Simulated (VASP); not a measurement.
Wanted: the native input for a VASP 6.6.1 run.

```
Task                   : single point
Functional             : PBEsol
Dispersion             : D3(BJ)
Potentials or basis    : VASP PAW PBE potentials, release 64 (Al)
Cutoff                 : 520 eV
k mesh                 : 18 × 18 × 6
Occupations            : gaussian, width 0.15 eV
Spin                   : no spin polarisation
Dipole correction      : no
Further INCAR settings : ALGO = Fast; EDIFF = 1e-06; NBANDS = 14
```

The structure of Al lies in POSCAR:

```
Al
1.0
    2.6047000000      0.0000000000      0.0000000000
   -1.3023500000      2.2557363693      0.0000000000
    0.0000000000      0.0000000000      7.2065000000
Al
4
Direct
    0.0000000000      0.0000000000      0.0000000000
    0.3333333333      0.6666666667      0.2500000000
    0.0000000000      0.0000000000      0.5000000000
    0.6666666667      0.3333333333      0.7500000000
```

These files were run (other wordings do the same):

INCAR

```
SYSTEM = Al
PREC = Accurate
ENCUT = 520
EDIFF = 1E-6
ISMEAR = 0
SIGMA = 0.15
LREAL = .False.
LASPH = .True.
NELM = 60
ALGO = Fast
ISIF = 2
LWAVE = .False.
LCHARG = .False.
GGA = PS
IVDW = 12
NBANDS = 14
```

KPOINTS

```
regular mesh
0
Gamma
  18 18 6
  0 0 0
```

Potentials or basis: VASP PAW PBE potentials, release 64 (Al).

Launch:

```sh
$ cat potpaw_PBE.64/Al/POTCAR > POTCAR
$ mpirun -np 1 vasp_std > vasp.out
```

It gave:

- Pressure: 86.0 GPa
- Band gap on the k mesh: zero (band 6 reaches 21.68 eV, above the bottom of band 7 at 11.08 eV)
- Dispersion energy per atom: -0.497 eV

Caveat: the PAW data sets were made with another functional, which shifts forces and pressure a little; pairwise dispersion overbinds metals, which lowers pressure and volume.

Wall time 42 s on 1 thread of AMD EPYC 9R45 96-Core Processor (Zen 5), on a shared host, peak memory 0.17 GiB.
